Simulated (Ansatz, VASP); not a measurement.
# One calculation of HfS2, two programs

The input POSCAR:

```
HfS2
1.0
    3.7392048372      0.0000000000      0.0000000000
   -1.8696024186      3.2382463790      0.0000000000
    0.0000000000      0.0000000000      5.7901827784
Hf S
1 2
Direct
    0.0000000000      0.0000000000      0.0000000000
    0.3333333333      0.6666666667      0.2397385716
    0.6666666667      0.3333333333      0.7602614284
```

File INCAR.step1:

```
SYSTEM = HfS2
PREC = Accurate
ENCUT = 400
EDIFF = 1E-5
ISMEAR = 0
SIGMA = 0.01
LREAL = .FALSE.
LASPH = .TRUE.
NELM = 120
ALGO = Normal
ISIF = 2
LWAVE = .TRUE.
LCHARG = .FALSE.
NBANDS = 18
GGA = PE
GGA_COMPAT = .FALSE.
```

The input INCAR.step2:

```
SYSTEM = HfS2
PREC = Accurate
ENCUT = 400
EDIFF = 1E-6
ISMEAR = 0
SIGMA = 0.01
LREAL = .FALSE.
LASPH = .TRUE.
NELM = 120
ALGO = Normal
ISIF = 2
LWAVE = .FALSE.
LCHARG = .FALSE.
GGA = PE
LHFCALC = .TRUE.
HFSCREEN = 0.2079
PRECFOCK = Normal
NBANDS = 18
ISTART = 1
GGA_COMPAT = .FALSE.
```

The input KPOINTS:

```
regular mesh
0
G
  6 6 4
  0 0 0
```

Input for Ansatz:

```yaml
crystal:
  lattice:
    - [3.7392048372, 0.0, 0.0]
    - [-1.8696024186, 3.238246379, 0.0]
    - [0.0, 0.0, 5.7901827784]
  atoms:
    - { symbol: Hf, position: [0.0, 0.0, 0.0] }
    - { symbol: S, position: [0.3333333333, 0.6666666667, 0.2397385716] }
    - { symbol: S, position: [0.6666666667, 0.3333333333, 0.7602614284] }
kpoints:
  mp_grid: { grid: [6, 6, 4] }
  band_path:
    path:
      - [0.0, 0.0, 0.0]
      - [0.5, 0.0, 0.0]
      - [0.3333333333, 0.3333333333, 0.0]
      - [0.0, 0.0, 0.5]
      - [0.5, 0.0, 0.5]
      - [0.3333333333, 0.3333333333, 0.5]
      - [0.0, 0.25, 0.25]
      - [-0.067708, 0.03125, 0.0]
      - [0.0, 0.5, 0.5]
    npoints: 1
hamiltonian:
  xc: hse06
scf:
  occupations: { method: fixed }
  n_extra_bands: 4
output:
  forces: true
  stress: true
  eigenvalues: true
```

Change from the starting cell: epitaxial_xy strain +3.0%.

Alike in both runs: task single point; functional HSE06; k mesh 6 × 6 × 4; no spin polarisation.

```csv
,VASP,Ansatz
version,VASP 6.6.1,Ansatz 0.2.0
potentials or method,"VASP PAW PBE potentials, release 64 (Hf_pv, S)","plane waves, PAW"
plane-wave cutoff (eV),400,420
occupations,"gaussian, width 0.01 eV",fixed
valence electrons in the cell,22,38
```

```tsv
	VASP	Ansatz	Ansatz less VASP
gap on the k mesh at the Fermi level (eV)	1.98	2.01	+0.029
pressure (GPa)	-3.2	-2.0	+1.23
traceless stress, the component that is largest in VASP (GPa)	3.64	3.33	-0.309
rms of the force components (eV/Å)	0.092	0.030	-0.0616
```

Atom by atom the forces differ by 0.062 eV/Å (rms over components). VASP's potentials hold 22 valence electrons a cell and Ansatz's 38, so a difference there can come from the potentials and not from the codes. Ansatz's warnings: stress exchange threshold loose, stress scf threshold loose.

Spin-orbit coupling is off throughout.
